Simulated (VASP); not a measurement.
# BaFeO3 (Pm-3m) in VASP: single point with LDA

Aim: the single point of BaFeO3 with LDA.

Program: VASP 6.6.1. These are calculated values, not measurements. Logs are shortened: lines on timing, memory, paths and dates and some standing lists are left out, and cuts for length are marked.

## 1. The cell of the first run

The structure is cubic, space group Pm-3m (No. 221). Conventional cell: a = 4.020 Å, b = 4.020 Å, c = 4.020 Å, α = 90.00°, β = 90.00°, γ = 90.00°. Ba (site symmetry m-3m) has 12 O at 2.84 Å and 8 Fe at 3.48 Å within 3.7 Å. Fe (site symmetry m-3m) has 6 O at 2.01 Å within 2.7 Å. O (site symmetry 4/mmm) has 2 Fe at 2.01 Å within 2.7 Å.

## 2. Single point, LDA, collinear spin, ferromagnetic start

Input file INCAR:

```
SYSTEM = BaFeO3
PREC = Accurate ; ENCUT = 520
EDIFF = 1E-6 ; ISMEAR = 0
SIGMA = 0.1 ; LREAL = .False.
LASPH = .True. ; NELM = 150
ALGO = Normal ; ISIF = 2
LWAVE = .False. ; LCHARG = .False.
ISPIN = 2 ; MAGMOM = 0 3.5 0 0 0
LORBIT = 11 ; LMAXMIX = 4
NBANDS = 30
```

Input file KPOINTS:

```
Automatic mesh
0
Gamma
  8 8 8
  0 0 0
```

Input file POSCAR:

```
BaFeO3
1.0
    4.0200000000      0.0000000000      0.0000000000
    0.0000000000      4.0200000000      0.0000000000
    0.0000000000      0.0000000000      4.0200000000
Ba Fe O
1 1 3
Direct
    0.0000000000      0.0000000000      0.0000000000
    0.5000000000      0.5000000000      0.5000000000
    0.5000000000      0.5000000000      0.0000000000
    0.0000000000      0.5000000000      0.5000000000
    0.5000000000      0.0000000000      0.5000000000
```

Potentials or basis: VASP PAW LDA potentials, release 64 (Ba_sv, Fe, O).

Run with:

```bash
$ cat potpaw_LDA.64/Ba_sv/POTCAR potpaw_LDA.64/Fe/POTCAR potpaw_LDA.64/O/POTCAR > POTCAR
$ mpirun -np 1 vasp_std > vasp.out
```

OUTCAR:

```text
SYSTEM = BaFeO3
   PREC = Accurate
   ENCUT = 520
   EDIFF = 1E-6
   ISMEAR = 0
   LREAL = .False.
   LASPH = .True.
   NELM = 150
   ISIF = 2
   ISPIN = 2
   LORBIT = 11

 ion  position               nearest neighbor table
   1  0.000  0.000  0.000-   3 2.84   4 2.84   5 2.84   4 2.84   5 2.84   3 2.84   4 2.84   4 2.84
                             3 2.84   5 2.84   5 2.84   3 2.84   2 3.48   2 3.48   2 3.48   2 3.48
   2  0.500  0.500  0.500-   3 2.01   4 2.01   5 2.01   3 2.01   5 2.01   4 2.01   1 3.48   1 3.48
                             1 3.48   1 3.48   1 3.48   1 3.48   1 3.48   1 3.48
   3  0.500  0.500  0.000-   2 2.01   2 2.01   1 2.84   1 2.84   1 2.84   1 2.84
   4  0.000  0.500  0.500-   2 2.01   2 2.01   1 2.84   1 2.84   1 2.84   1 2.84
   5  0.500  0.000  0.500-   2 2.01   2 2.01   1 2.84   1 2.84   1 2.84   1 2.84

  LATTYP: Found a simple cubic cell.
 ALAT       =     4.0200000000

  Lattice vectors:

 A1 = (   4.0200000000,   0.0000000000,   0.0000000000)
 A2 = (   0.0000000000,   4.0200000000,   0.0000000000)
 A3 = (   0.0000000000,   0.0000000000,   4.0200000000)

Analysis of symmetry for initial positions (statically):
=====================================================================
 Subroutine PRICEL returns:
 Original cell was already a primitive cell.

 Routine SETGRP: Setting up the symmetry group for a
 simple cubic supercell.

 Subroutine GETGRP returns: Found 48 space group operations
 (whereof 48 operations were pure point group operations)
 out of a pool of 48 trial point group operations.

The static configuration has the point symmetry O_h .

Analysis of symmetry for dynamics (positions and initial velocities):
=====================================================================
 Subroutine PRICEL returns:
 Original cell was already a primitive cell.

 Routine SETGRP: Setting up the symmetry group for a
 simple cubic supercell.

 Subroutine GETGRP returns: Found 48 space group operations
 (whereof 48 operations were pure point group operations)
 out of a pool of 48 trial point group operations.

The dynamic configuration has the point symmetry O_h .

Analysis of structural, dynamic, and magnetic symmetry:
=====================================================================
 Subroutine PRICEL returns:
 Original cell was already a primitive cell.

 Routine SETGRP: Setting up the symmetry group for a
 simple cubic supercell.

 Subroutine GETGRP returns: Found 48 space group operations
 (whereof 48 operations were pure point group operations)
 out of a pool of 48 trial point group operations.

The overall configuration has the point symmetry O_h .

 Subroutine INISYM returns: Found 48 space group operations
 (whereof 48 operations are pure point group operations),
 and found     1 'primitive' translations

----------------------------------------------------------------------------------------

                                     Primitive cell

  volume of cell :      64.9648

  direct lattice vectors                    reciprocal lattice vectors
     4.020000000  0.000000000  0.000000000     0.248756219  0.000000000  0.000000000
     0.000000000  4.020000000  0.000000000     0.000000000  0.248756219  0.000000000
     0.000000000  0.000000000  4.020000000     0.000000000  0.000000000  0.248756219

  length of vectors
     4.020000000  4.020000000  4.020000000     0.248756219  0.248756219  0.248756219

  position of ions in fractional coordinates (direct lattice)
     0.000000000  0.000000000  0.000000000
     0.500000000  0.500000000  0.500000000
     0.500000000  0.500000000  0.000000000
     0.000000000  0.500000000  0.500000000
     0.500000000  0.000000000  0.500000000

  ion indices of the primitive-cell ions
   primitive index   ion index
                 1           1
                 2           2
                 3           3
                 4           4
                 5           5

----------------------------------------------------------------------------------------

 KPOINTS: Automatic mesh

Automatic generation of k-mesh.
 Grid dimensions read from file:
 generate k-points for:    8    8    8

 Generating k-lattice:

  Cartesian coordinates                     Fractional coordinates (reciprocal lattice)
     0.031094527  0.000000000  0.000000000     0.125000000  0.000000000  0.000000000
     0.000000000  0.031094527  0.000000000     0.000000000  0.125000000  0.000000000
     0.000000000  0.000000000  0.031094527     0.000000000  0.000000000  0.125000000

  Length of vectors
     0.031094527  0.031094527  0.031094527

  Shift w.r.t. Gamma in fractional coordinates (k-lattice)
     0.000000000  0.000000000  0.000000000

 Subroutine IBZKPT returns following result:
 ===========================================

 Found     35 irreducible k-points:

 Following reciprocal coordinates:
            Coordinates               Weight
  0.000000  0.000000  0.000000      1.000000
  0.125000  0.000000  0.000000      6.000000
  0.250000  0.000000  0.000000      6.000000
  0.375000  0.000000  0.000000      6.000000
  0.500000  0.000000  0.000000      3.000000
  0.125000  0.125000  0.000000     12.000000
[... 16 lines left out ...]
  0.375000  0.375000  0.125000     24.000000
  0.500000  0.375000  0.125000     24.000000
 [... further k-points ...]
   k-points           NKPTS =     35   k-points in BZ     NKDIM =     35   number of bands    NBANDS=     30
   number of dos      NEDOS =    301   number of ions     NIONS =      5
   total plane-waves  NPLWV =  27000
   dimension x,y,z NGX =    30 NGY =   30 NGZ =   30
   dimension x,y,z NGXF=    60 NGYF=   60 NGZF=   60
   ions per type =               1   1   3
   NGX,Y,Z   is equivalent  to a cutoff of  12.41, 12.41, 12.41 a.u.
   NGXF,Y,Z  is equivalent  to a cutoff of  24.81, 24.81, 24.81 a.u.
 SYSTEM =  BaFeO3
   PREC   = accura    normal or accurate (medium, high low for compatibility)
   ISTART =      0    job   : 0-new  1-cont  2-samecut
   ICHARG =      2    charge: 1-file 2-atom 10-const
   ISPIN  =      2    spin polarized calculation?
   LNONCOLLINEAR =      F non collinear calculations
   LSORBIT =      F    spin-orbit coupling
   LASPH  =      T    aspherical Exc in radial PAW
   ENCUT  =  520.0 eV  38.22 Ry    6.18 a.u.   7.47  7.47  7.47*2*pi/ulx,y,z
   NELM   =    150;   NELMIN=  2; NELMDL= -5     # of ELM steps
   EDIFF  = 0.1E-05   stopping-criterion for ELM
   LREAL  =      F    real-space projection
   EDIFFG = 0.1E-04   stopping-criterion for IOM
   NSW    =      0    number of steps for IOM
   IBRION =     -1    ionic relax: 0-MD 1-quasi-New 2-CG
   NFREE  =      0    steps in history (QN), initial steepest desc. (CG)
   ISIF   =      2    stress and relaxation
   ISYM   =      2    0-nonsym 1-usesym 2-fastsym
   POTIM  = 0.5000    time-step for ionic-motion
   TEBEG  =    0.0;   TEEND  =   0.0 temperature during run
   PSTRESS=    0.0 pullay stress
   NELECT =      36.0000    total number of electrons
   NUPDOWN=      -1.0000    fix difference up-down
   EMIN   =  10.00;   EMAX   =-10.00  energy-range for DOS
   EFERMI =   0.00;   METHOD = LEGACY
   ISMEAR =     0;   SIGMA  =   0.10  broadening in eV -4-tet -1-fermi 0-gaus
   EFERMI_NEDOS =   21; number of points for ismear=-14 and -15
   IALGO  =     38    algorithm
   IMIX   =      4    mixing-type and parameters
     AMIX     =   0.40;   BMIX     =  1.00
     AMIX_MAG =   1.60;   BMIX_MAG =  1.00
  volume/ion in A,a.u.               =      12.99        87.68
  Fermi-wavevector in a.u.,A,eV,Ry     =   1.344672  2.541061 24.601267  1.808142
  Thomas-Fermi vector in A             =   2.472647
   LORBIT       =     11    0 simple, 1 ext, 2 COOP (PROOUT), +10 PAW based schemes
   GGA     = CA    functional components
   LHFCALC =     F    Hartree Fock is set to
   AEXX    =    0.0000 exact exchange contribution
   IVDW    =     0    specifies the selected vdW correction
   LEPSILON=     F    determine dielectric tensor
   LRPA    =     F    only Hartree local field effects (RPA)
 spin polarized calculation
 Gauss-broadening in eV      SIGMA  =   0.10
  energy-cutoff  :      520.00
  volume of cell :       64.96
 maximum number of plane-waves:      1775
 NGX is ok and might be reduce to    30
   NGX = 15   NGY = 15   NGZ = 15

 number of electron      35.9999988 magnetization       3.6695206

 Free energy of the ion-electron system (eV)
  ---------------------------------------------------
  ext. energy  EPLUGINS =         0.00000000
  ---------------------------------------------------
  free energy    TOTEN  =       -38.15635234 eV

  energy without entropy =      -38.14891440  energy(sigma->0) =      -38.15263337

 E-fermi :   2.4459     XC(G=0): -11.5568

 val. band max:        2.4355447489   @ k =   0.1250   0.1250   0.0000
 cond. band min:       2.4598564046   @ k =   0.3750   0.0000   0.0000
 fundamental gap:      0.0243116557
 Fermi energy:         2.4458857973

 spin component 1

 k-point     1 :       0.0000    0.0000    0.0000
  band No.  band energies     occupation
      1     -22.4426      1.00000
      2     -14.9152      1.00000
      3     -13.8850      1.00000
      4     -13.8850      1.00000
      5      -7.6706      1.00000
      6      -7.6706      1.00000
[... 781 lines left out ...]
     29      15.3430      0.00000
     30      15.5574      0.00000

 [... further k-points ...]

 spin component 2

 k-point     1 :       0.0000    0.0000    0.0000
  band No.  band energies     occupation
      1     -22.4234      1.00000
      2     -14.6018      1.00000
      3     -13.5297      1.00000
      4     -13.5297      1.00000
      5      -7.6361      1.00000
      6      -7.6361      1.00000
[... 781 lines left out ...]
     29      15.6888      0.00000
     30      15.7190      0.00000

 [... further k-points ...]
[... 5 lines left out ...]
  --------------------------------------------------------------------------------------
  -------------------------------------------------------------------------------------
  Total       -6.5832435     -6.5832435     -6.5832435      0.0000000      0.0000000     -0.0000000
  in kB     -162.3574958   -162.3574958   -162.3574958      0.0000000      0.0000000     -0.0000000
  external PRESSURE =    -162.3574958 kB  Pullay stress =       0.0000000 kB

 VOLUME and BASIS-vectors are now :
 -----------------------------------------------------------------------------
  energy-cutoff  :      520.00
  volume of cell :       64.96
      direct lattice vectors                 reciprocal lattice vectors
     4.020000000  0.000000000  0.000000000     0.248756219  0.000000000  0.000000000
     0.000000000  4.020000000  0.000000000     0.000000000  0.248756219  0.000000000
     0.000000000  0.000000000  4.020000000     0.000000000  0.000000000  0.248756219

 POSITION                                       TOTAL-FORCE (eV/Angst)
 -----------------------------------------------------------------------------------
      0.00000      0.00000      0.00000         0.000000      0.000000      0.000000
      2.01000      2.01000      2.01000         0.000000      0.000000      0.000000
      2.01000      2.01000      0.00000         0.000000      0.000000      0.000000
      0.00000      2.01000      2.01000         0.000000      0.000000      0.000000
      2.01000      0.00000      2.01000         0.000000      0.000000      0.000000
 -----------------------------------------------------------------------------------
    total drift:                                0.000000      0.000000     -0.000000

  FREE ENERGIE OF THE ION-ELECTRON SYSTEM (eV)
  ---------------------------------------------------
  free  energy   TOTEN  =       -38.1563523427 eV

  energy  without entropy=      -38.1489144034  energy(sigma->0) =      -38.15263337

 total charge

# of ion       s       p       d       tot
------------------------------------------
    1        2.002   5.626   0.312   7.940
    2        0.368   0.537   5.942   6.847
    3        1.556   3.346   0.000   4.902
    4        1.556   3.346   0.000   4.902
    5        1.556   3.346   0.000   4.902
--------------------------------------------------
tot          7.039  16.202   6.254  29.494

 magnetization (x)

# of ion       s       p       d       tot
------------------------------------------
    1        0.002   0.011   0.007   0.020
    2        0.016   0.015   2.884   2.915
    3        0.010   0.168   0.000   0.178
    4        0.010   0.168   0.000   0.178
    5        0.010   0.168   0.000   0.178
--------------------------------------------------
tot          0.048   0.530   2.891   3.469
```

Run time: 3.5 min. Hardware: 1 thread of Intel Xeon 8259CL, shared host; peak memory 0.24 GiB.

What came out:

```
Free energy                                           : -38.1564 eV
Pressure                                              : -16.2 GPa
Net moment                                            : 3.67 μB per cell
Site moments                                          : Ba +0.02; Fe +2.92; O +0.18 μB
Valence electrons inside the program's atomic spheres : Ba 7.94; Fe 6.85; O 4.90
```

Caveat: spin-orbit coupling is left out, which moves the levels of the heavy elements; a cell with one magnetic atom can't hold antiferromagnetic order, which such compounds often take; semilocal functionals often make such compounds metallic where correlation or magnetic order opens a gap, which also shifts bond lengths. With open d or f shells a metallic result of LDA can be an artefact of self-interaction; +U or a hybrid may open a gap.
